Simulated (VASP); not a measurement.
# ErC3 (C2/m) in VASP: single point with PBE

Aim: the single point of ErC3 with PBE.

Everything below comes from runs of VASP 6.6.1. Logs are shortened: lines on timing, memory, paths and dates and some standing lists are left out, and cuts for length are marked.

### 1 The cell of the first run

The structure is monoclinic, space group C2/m (No. 12). The conventional cell has a = 6.783 Å, b = 4.006 Å, c = 4.914 Å, α = 90.00°, β = 133.56°, γ = 90.00°. Within 3.2 Å of Er (site symmetry 2/m) lie 14 C at 2.46 to 3.17 Å. C (site symmetry 2) has 2 C at 1.33 to 1.35 Å within 1.8 Å. Within 1.8 Å of C (site symmetry 2/m) lie 2 C at 1.33 Å.

The cell was generated, and may not be a known phase.

### 2 Single point, PBE

INCAR reads:

```
SYSTEM = ErC3
PREC = Accurate
ENCUT = 600
EDIFF = 1E-6
ISMEAR = 0
SIGMA = 0.1
LREAL = .FALSE.
LASPH = .TRUE.
NELM = 200
ALGO = Normal
ISIF = 2
LWAVE = .FALSE.
LCHARG = .FALSE.
GGA = PE
NBANDS = 18
GGA_COMPAT = .FALSE.
LMAXMIX = 6
```

KPOINTS reads:

```
regular mesh
0
G
  12 12 10
  0 0 0
```

POSCAR reads:

```
ErC3
1.0
    3.3915684206     -2.0029672614      0.0018067653
    3.3915684206      2.0029672614      0.0018067653
   -3.3882685231      0.0000000000      3.5595728395
Er C
1 3
Direct
    0.0000000000      0.0000000000      0.5000000000
    0.6685224915      0.3314775085      0.0000000000
    0.3314775085      0.6685224915      0.0000000000
    0.0000000000      0.0000000000      0.0000000000
```

Potentials or basis: VASP PAW PBE potentials, release 64 (Er_3, C), 4f in core.

On the command line:

```bash
$ cat potpaw_PBE.64/Er_3/POTCAR potpaw_PBE.64/C/POTCAR > POTCAR
$ mpirun -np 1 vasp_std > vasp.out
```

OUTCAR:

```text
SYSTEM = ErC3
   PREC = Accurate
   ENCUT = 600
   EDIFF = 1E-6
   ISMEAR = 0
   LREAL = .FALSE.
   LASPH = .TRUE.
   NELM = 200
   ISIF = 2
   GGA = PE

 ion  position               nearest neighbor table
   1  0.000  0.000  0.500-   4 2.46   4 2.46   2 2.55   3 2.55   2 2.55   3 2.55   3 2.79   3 2.79
                             2 2.79   2 2.79
   2  0.669  0.331  0.000-   4 1.33   3 1.35   1 2.55   1 2.55   1 2.79   1 2.79
   3  0.331  0.669  0.000-   4 1.33   2 1.35   1 2.55   1 2.55   1 2.79   1 2.79
   4  0.000  0.000  0.000-   2 1.33   3 1.33   1 2.46   1 2.46

  LATTYP: Found a base centered monoclinic cell.
 ALAT       =     6.7831378037
 B/A-ratio  =     0.5905724812
 C/A-ratio  =     0.7244963819
 COS(beta)  =    -0.6890770327

  Lattice vectors:

 A1 = (   3.3915684206,  -2.0029672614,   0.0018067653)
 A2 = (   3.3915684206,   2.0029672614,   0.0018067653)
 A3 = (  -3.3882685231,   0.0000000000,   3.5595728395)

Analysis of symmetry for initial positions (statically):
=====================================================================
 Subroutine PRICEL returns:
 Original cell was already a primitive cell.

 Routine SETGRP: Setting up the symmetry group for a
 base centered monoclinic supercell.

 Subroutine GETGRP returns: Found  4 space group operations
 (whereof  4 operations were pure point group operations)
 out of a pool of  4 trial point group operations.

The static configuration has the point symmetry C_2h.

Analysis of symmetry for dynamics (positions and initial velocities):
=====================================================================
 Subroutine PRICEL returns:
 Original cell was already a primitive cell.

 Routine SETGRP: Setting up the symmetry group for a
 base centered monoclinic supercell.

 Subroutine GETGRP returns: Found  4 space group operations
 (whereof  4 operations were pure point group operations)
 out of a pool of  4 trial point group operations.

The dynamic configuration has the point symmetry C_2h.

 Subroutine INISYM returns: Found  4 space group operations
 (whereof  4 operations are pure point group operations),
 and found     1 'primitive' translations

----------------------------------------------------------------------------------------

                                     Primitive cell

  volume of cell :      48.3863

  direct lattice vectors                    reciprocal lattice vectors
     3.391568421 -2.002967261  0.001806765     0.147349699 -0.249629642  0.140258500
     3.391568421  2.002967261  0.001806765     0.147349699  0.249629642  0.140258500
    -3.388268523  0.000000000  3.559572839    -0.000149583  0.000000000  0.280790201

  length of vectors
     3.938859920  3.938859920  4.914358797     0.322023817  0.322023817  0.280790240

  position of ions in fractional coordinates (direct lattice)
     0.000000000  0.000000000  0.500000000
     0.668522491  0.331477509  1.000000000
     0.331477509  0.668522491  1.000000000
     0.000000000  0.000000000  0.000000000

  ion indices of the primitive-cell ions
   primitive index   ion index
                 1           1
                 2           2
                 3           3
                 4           4

----------------------------------------------------------------------------------------

 KPOINTS: regular mesh

Automatic generation of k-mesh.
 Grid dimensions read from file:
 generate k-points for:   12   12   10

 Generating k-lattice:

  Cartesian coordinates                     Fractional coordinates (reciprocal lattice)
     0.012279142 -0.020802470  0.011688208     0.083333333 -0.000000000  0.000000000
     0.012279142  0.020802470  0.011688208    -0.000000000  0.083333333  0.000000000
    -0.000014958  0.000000000  0.028079020    -0.000000000 -0.000000000  0.100000000

  Length of vectors
     0.026835318  0.026835318  0.028079024

  Shift w.r.t. Gamma in fractional coordinates (k-lattice)
     0.000000000  0.000000000  0.000000000

 Subroutine IBZKPT returns following result:
 ===========================================

 Found    398 irreducible k-points:

 Following reciprocal coordinates:
            Coordinates               Weight
  0.000000  0.000000  0.000000      1.000000
  0.083333 -0.000000 -0.000000      4.000000
  0.166667 -0.000000 -0.000000      4.000000
  0.250000  0.000000 -0.000000      4.000000
  0.333333 -0.000000  0.000000      4.000000
  0.416667 -0.000000 -0.000000      4.000000
[... 16 lines left out ...]
  0.500000  0.166667  0.000000      4.000000
 -0.416667  0.166667  0.000000      4.000000
 [... further k-points ...]
   k-points           NKPTS =    398   k-points in BZ     NKDIM =    398   number of bands    NBANDS=     18
   number of dos      NEDOS =    301   number of ions     NIONS =      4
   total plane-waves  NPLWV =  40960
   dimension x,y,z NGX =    32 NGY =   32 NGZ =   40
   dimension x,y,z NGXF=    64 NGYF=   64 NGZF=   80
   ions per type =               1   3
   NGX,Y,Z   is equivalent  to a cutoff of  13.51, 13.51, 13.53 a.u.
   NGXF,Y,Z  is equivalent  to a cutoff of  27.01, 27.01, 27.06 a.u.
 SYSTEM =  ErC3
   PREC   = accura    normal or accurate (medium, high low for compatibility)
   ISTART =      0    job   : 0-new  1-cont  2-samecut
   ICHARG =      2    charge: 1-file 2-atom 10-const
   ISPIN  =      1    spin polarized calculation?
   LNONCOLLINEAR =      F non collinear calculations
   LSORBIT =      F    spin-orbit coupling
   LASPH  =      T    aspherical Exc in radial PAW
   ENCUT  =  600.0 eV  44.10 Ry    6.64 a.u.   7.87  7.87  9.82*2*pi/ulx,y,z
   NELM   =    200;   NELMIN=  2; NELMDL= -5     # of ELM steps
   EDIFF  = 0.1E-05   stopping-criterion for ELM
   LREAL  =      F    real-space projection
   EDIFFG = 0.1E-04   stopping-criterion for IOM
   NSW    =      0    number of steps for IOM
   IBRION =     -1    ionic relax: 0-MD 1-quasi-New 2-CG
   NFREE  =      0    steps in history (QN), initial steepest desc. (CG)
   ISIF   =      2    stress and relaxation
   ISYM   =      2    0-nonsym 1-usesym 2-fastsym
   POTIM  = 0.5000    time-step for ionic-motion
   TEBEG  =    0.0;   TEEND  =   0.0 temperature during run
   PSTRESS=    0.0 pullay stress
   NELECT =      21.0000    total number of electrons
   NUPDOWN=      -1.0000    fix difference up-down
   EMIN   =  10.00;   EMAX   =-10.00  energy-range for DOS
   EFERMI =   0.00;   METHOD = LEGACY
   ISMEAR =     0;   SIGMA  =   0.10  broadening in eV -4-tet -1-fermi 0-gaus
   EFERMI_NEDOS =   21; number of points for ismear=-14 and -15
   IALGO  =     38    algorithm
   IMIX   =      4    mixing-type and parameters
     AMIX     =   0.40;   BMIX     =  1.00
     AMIX_MAG =   1.60;   BMIX_MAG =  1.00
  volume/ion in A,a.u.               =      12.10        81.63
  Fermi-wavevector in a.u.,A,eV,Ry     =   1.239483  2.342282 20.902863  1.536317
  Thomas-Fermi vector in A             =   2.373964
   LORBIT       =      0    0 simple, 1 ext, 2 COOP (PROOUT), +10 PAW based schemes
   GGA     = PE    functional components
   LHFCALC =     F    Hartree Fock is set to
   AEXX    =    0.0000 exact exchange contribution
   IVDW    =     0    specifies the selected vdW correction
   LEPSILON=     F    determine dielectric tensor
   LRPA    =     F    only Hartree local field effects (RPA)
 non-spin polarized calculation
 Gauss-broadening in eV      SIGMA  =   0.10
  energy-cutoff  :      600.00
  volume of cell :       48.39
 maximum number of plane-waves:      1628
   NGX = 15   NGY = 15   NGZ = 19

 number of electron      21.0000000 magnetization

 Free energy of the ion-electron system (eV)
  ---------------------------------------------------
  ext. energy  EPLUGINS =         0.00000000
  ---------------------------------------------------
  free energy    TOTEN  =       -30.29688955 eV

  energy without entropy =      -30.29002741  energy(sigma->0) =      -30.29345848

 E-fermi :   6.5026     XC(G=0): -10.9494

 val. band max:        6.5019903377   @ k =  -0.1667  -0.4167   0.3000
 cond. band min:       6.5055501704   @ k =  -0.3333   0.5000   0.3000
 fundamental gap:      0.0035598328
 Fermi energy:         6.5026020305

 k-point     1 :       0.0000    0.0000    0.0000
  band No.  band energies     occupation
      1     -19.4575      2.00000
      2     -19.4307      2.00000
      3     -19.2328      2.00000
      4     -12.5645      2.00000
      5      -7.1294      2.00000
      6      -7.1055      2.00000
[... 10 lines left out ...]
     17      12.9018      0.00000
     18      13.2364      0.00000

 k-point     2 :       0.0833   -0.0000   -0.0000
  band No.  band energies     occupation
      1     -19.4614      2.00000
      2     -19.4400      2.00000
      3     -19.2420      2.00000
      4     -12.4917      2.00000
      5      -7.7915      2.00000
      6      -6.4539      2.00000
[... 10 lines left out ...]
     17      12.7020      0.00000
     18      12.8837      0.00000

 k-point     3 :       0.1667   -0.0000   -0.0000
  band No.  band energies     occupation
      1     -19.4748      2.00000
      2     -19.4641      2.00000
      3     -19.2642      2.00000
      4     -12.2854      2.00000
      5      -8.4495      2.00000
      6      -5.8292      2.00000
[... 10 lines left out ...]
     17      12.0281      0.00000
     18      12.6567      0.00000

 k-point     4 :       0.2500    0.0000   -0.0000
  band No.  band energies     occupation
      1     -19.5107      2.00000
      2     -19.4821      2.00000
      3     -19.2889      2.00000
      4     -11.9781      2.00000
      5      -9.0674      2.00000
      6      -5.2754      2.00000
[... 375 lines left out ...]
      4     -11.6569      2.00000
      5      -9.1324      2.00000
      6      -5.3113      2.00000
[... 10 lines left out ...]
     17      12.3417      0.00000
     18      12.7702      0.00000

 k-point    23 :       0.5000    0.1667    0.0000
  band No.  band energies     occupation
      1     -19.5850      2.00000
      2     -19.5281      2.00000
      3     -19.3336      2.00000
      4     -11.4083      2.00000
      5      -9.7610      2.00000
      6      -4.8668      2.00000
[... 10 lines left out ...]
     17      12.5218      0.00000
     18      12.6478      0.00000

 k-point    24 :      -0.4167    0.1667    0.0000
  band No.  band energies     occupation
      1     -19.5616      2.00000
      2     -19.5212      2.00000
      3     -19.3486      2.00000
      4     -11.1173      2.00000
      5     -10.3468      2.00000
      6      -4.5716      2.00000
[... 10 lines left out ...]
     17      12.2820      0.00000
     18      12.4078      0.00000

 [... further k-points ...]
[... 5 lines left out ...]
  --------------------------------------------------------------------------------------
  -------------------------------------------------------------------------------------
  Total        0.0880136     -0.0683877      0.0903536      0.0000000      0.0000000      0.0004009
  in kB        2.9143256     -2.2644669      2.9918062      0.0000000      0.0000000      0.0132753
  external PRESSURE =       1.2138883 kB  Pullay stress =       0.0000000 kB

 VOLUME and BASIS-vectors are now :
 -----------------------------------------------------------------------------
  energy-cutoff  :      600.00
  volume of cell :       48.39
      direct lattice vectors                 reciprocal lattice vectors
     3.391568421 -2.002967261  0.001806765     0.147349699 -0.249629642  0.140258500
     3.391568421  2.002967261  0.001806765     0.147349699  0.249629642  0.140258500
    -3.388268523  0.000000000  3.559572839    -0.000149583  0.000000000  0.280790201

 POSITION                                       TOTAL-FORCE (eV/Angst)
 -----------------------------------------------------------------------------------
     -1.69413      0.00000      1.77979        -0.000000      0.000000      0.000000
      3.39157     -0.67509      0.00181         0.000000     -0.009766      0.000000
      3.39157      0.67509      0.00181        -0.000000      0.009766     -0.000000
      0.00000      0.00000      0.00000        -0.000000      0.000000      0.000000
 -----------------------------------------------------------------------------------
    total drift:                               -0.000000     -0.000000      0.000000

  FREE ENERGIE OF THE ION-ELECTRON SYSTEM (eV)
  ---------------------------------------------------
  free  energy   TOTEN  =       -30.2968895480 eV

  energy  without entropy=      -30.2900274114  energy(sigma->0) =      -30.29345848
```

Run time: 2.8 min. Hardware: 1 thread of Intel Xeon 6975P-C (Granite Rapids), shared host; peak memory 0.5 GiB.

What came out:

```
Free energy            : -30.2969 eV
Pressure               : 0.1 GPa
Largest force          : 0.010 eV/Å
Band gap on the k mesh : zero (an odd number of electrons rules out a gap without spin polarisation)
```

Forces in eV/Å, atoms in the order of the input:
```
Er   0.000  0.000  0.000
C    0.000 -0.010  0.000
C    0.000  0.010  0.000
C    0.000  0.000  0.000
```

Caveat: spin-orbit coupling is left out, which moves the levels of the heavy elements; the 4f electrons are frozen in the core, so they carry no moment and show no levels. Spin polarisation is off, so any magnetic state and its effect on volume and gap are missing.
